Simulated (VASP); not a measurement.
RuCO3:

```
Ru C O
1.0
     4.55074    0.00000    0.00000
    -2.27537    3.94106    0.00000
    -2.27537    1.31368    4.91666
Ru C O
2 2 6
Cartesian
  0.0000 0.0000 0.0000
  0.0000 2.6274 2.4583
  -2.2754 3.9411 3.6875
  2.2754 1.3137 1.2292
  -1.0057 3.9411 3.6875
  -0.6348 1.0996 3.6875
  1.6405 2.8415 3.6875
  1.0057 1.3137 1.2292
  0.6348 4.1552 1.2292
  -1.6405 2.4132 1.2292
```

- Program: VASP 6.6.1
- Task: relaxation of cell and atoms
- Functional: PBEsol
- Potentials or basis: VASP PAW PBE potentials, release 64 (Ru_pv, C, O)
- Cutoff: 600 eV
- k mesh: 5 × 5 × 5
- Occupations: fermi-dirac, width 0.1 eV
- Spin: no spin polarisation

At the start: pressure 13.8 GPa; volume 8.82 Å³/atom.

Q: Where does the relaxation end?

A: Over 14 steps the energy falls by 29.0 meV/atom and the volume is 8.99 Å³/atom (+2.0 %); space group R-3c (No. 167, to 0.1 Å) before and after.

Step by step:
| step | energy change (eV) | largest force (eV/Å) | pressure (GPa) | volume (Å³) |
| --- | --- | --- | --- | --- |
| 1 | 0.0000 | 1.6767 | 13.78 | 88.18 |
| 2 | 1.7399 | 4.1886 | -27.16 | 98.13 |
| 3 | -0.2099 | 0.5395 | 0.41 | 90.40 |
| 4 | -0.2120 | 0.3953 | 1.36 | 90.21 |
| 5 | -0.2120 | 0.3629 | 1.57 | 90.17 |
| 6 | -0.2470 | 0.1011 | -1.04 | 91.41 |
| 7 | -0.2494 | 0.0141 | -1.85 | 91.83 |
| 8 | -0.2682 | 0.1959 | -0.20 | 91.08 |
| 9 | -0.2745 | 0.3913 | 1.36 | 90.39 |
| 10 | -0.2824 | 0.2593 | 0.91 | 90.26 |
| 11 | -0.2897 | 0.0291 | -0.05 | 89.94 |
| 12 | -0.2897 | 0.0374 | -0.07 | 89.93 |
| 13 | -0.2897 | 0.0151 | 0.03 | 89.93 |
| 14 | -0.2897 | 0.0029 | 0.08 | 89.92 |

Final structure:
```xyz
10
Lattice="4.6872 0.0000 0.0000 -2.3436 4.0592 0.0000 -2.3436 1.3531 4.7261" Properties=species:S:1:pos:R:3 pbc="T T T"
Ru    4.6872    0.0000    0.0000
Ru    0.0000    2.7062    2.3630
C    -2.3436    4.0592    3.5446
C     2.3436    1.3531    1.1815
O    -1.0431    4.0592    3.5446
O    -0.6502    1.1262    3.5446
O     1.6934    2.9330    3.5446
O     1.0431    1.3531    1.1815
O     0.6502    4.2861    1.1815
O    -1.6934    2.4793    1.1815
```

Caveat: the PAW data sets were made with another functional, which shifts forces and pressure a little.
